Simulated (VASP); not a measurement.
## Al (a cell with a defect): single point with PBE

Al (a cell with a defect):

```
Al
1.0
     8.10000    0.00000    0.00000
     0.00000    8.10000    0.00000
     0.00000    0.00000    8.10000
Al
31
Cartesian
  6.0627 2.0051 -0.0057
  6.0643 -0.0019 2.0029
  0.0063 -0.0029 -0.0050
  2.0471 2.0055 -0.0051
  4.0551 4.0469 -0.0043
  6.0647 6.0901 -0.0055
  2.0480 -0.0033 2.0034
  4.0549 2.0048 2.0028
  6.0884 4.0472 2.0270
  4.0547 -0.0036 4.0448
  6.0868 2.0302 4.0454
  6.0632 -0.0030 6.0865
  0.0049 4.0477 -0.0043
  2.0483 6.0887 -0.0047
  0.0052 2.0294 2.0272
  2.0229 4.0473 2.0285
  4.0572 6.0893 2.0029
  0.0048 -0.0032 4.0452
  2.0224 2.0287 4.0460
  4.0548 4.0468 4.0457
  6.0881 6.0643 4.0450
  2.0466 -0.0022 6.0872
  4.0545 2.0042 6.0875
  6.0867 4.0476 6.0626
  0.0061 6.0652 2.0277
  0.0049 4.0474 4.0452
  2.0240 6.0645 4.0462
  0.0035 2.0290 6.0628
  2.0227 4.0463 6.0637
  4.0563 6.0892 6.0877
  0.0055 6.0650 6.0628
```

```
Program             : VASP 6.6.1
Task                : single point
Functional          : PBE
Potentials or basis : VASP PAW PBE potentials, release 64 (Al)
Cutoff              : 520 eV
k mesh              : 3 × 3 × 3
Occupations         : gaussian, width 0.15 eV
Spin                : no spin polarisation
```

| Property | Result |
| --- | --- |
| Pressure | -1.2 GPa |
| Largest force | 0.012 eV/Å |
| Band gap on the k mesh | zero (an odd number of electrons rules out a gap without spin polarisation) |

Forces in eV/Å, atoms in the order of the input:
```
Al  -0.005 -0.003  0.002
Al  -0.008 -0.002 -0.002
Al   0.001 -0.002 -0.001
Al   0.001 -0.005  0.004
Al   0.005 -0.001 -0.003
Al  -0.009  0.004  0.002
Al   0.001  0.002 -0.004
Al  -0.001 -0.002 -0.001
Al   0.003 -0.001  0.005
Al   0.006  0.000 -0.003
Al   0.006  0.002 -0.002
Al  -0.008  0.002  0.008
Al   0.005 -0.003 -0.005
Al   0.001  0.007  0.001
Al   0.004  0.007  0.008
Al  -0.004 -0.002  0.005
Al  -0.004  0.005 -0.002
Al   0.004 -0.001 -0.004
Al  -0.007  0.009 -0.005
Al   0.004 -0.002 -0.004
Al   0.001 -0.001 -0.001
Al   0.004 -0.004  0.007
Al   0.001 -0.002  0.005
Al   0.005 -0.001 -0.001
Al   0.001 -0.006  0.005
Al   0.005 -0.004 -0.001
Al  -0.007 -0.006 -0.002
Al   0.005  0.009 -0.005
Al  -0.007  0.001 -0.007
Al  -0.004  0.006  0.005
Al   0.001 -0.006 -0.004
```

Levels at points of the mesh, in eV from the Fermi level:
```
           k point  band 43  band 44  band 45  band 46  band 47  band 48  band 49  band 50  band 51  band 52
(0.00, 0.00, 0.00)    -0.28    -0.28    -0.28     0.41     0.50     0.50     0.50     0.54     0.54     1.26
```

Run time: 9.1 min on 1 thread of Intel(R) Xeon(R) Platinum 8488C (Sapphire Rapids), with other jobs on the host, peak memory 0.63 GiB.
